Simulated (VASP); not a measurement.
System: P, a slab with vacuum.

```
CELL_PARAMETERS angstrom
3.27281 0.00000 0.00000
-1.63641 2.83434 0.00000
0.00000 0.00000 26.15188
ATOMIC_POSITIONS crystal
P 0.33333 0.66667 0.32411
P 0.66667 0.33333 0.37090
```

Base run:

* Program: VASP 6.6.1
* Functional: r2SCAN
* Potentials or basis: VASP PAW PBE potentials, release 64 (P)
* Cutoff: 520 eV
* k mesh: 12 × 12 × 1
* Occupations: gaussian, width 0.01 eV
* Spin: no spin polarisation

Its results: band gap on the k mesh 2.20 eV (least direct gap 2.47 eV); largest force 0.146 eV/Å.

Q: The run is repeated on the same cell with these changes: functional from r2SCAN to PBE; occupations from gaussian, width 0.01 eV to fermi-dirac, width 0.02 eV. What comes out?

A: Band gap on the k mesh 1.92 eV (least direct gap 2.19 eV); largest force 0.229 eV/Å.

Caveats: the PAW data sets were made with another functional, which shifts forces and pressure a little (at least some runs).

A k mesh can miss the band edges.
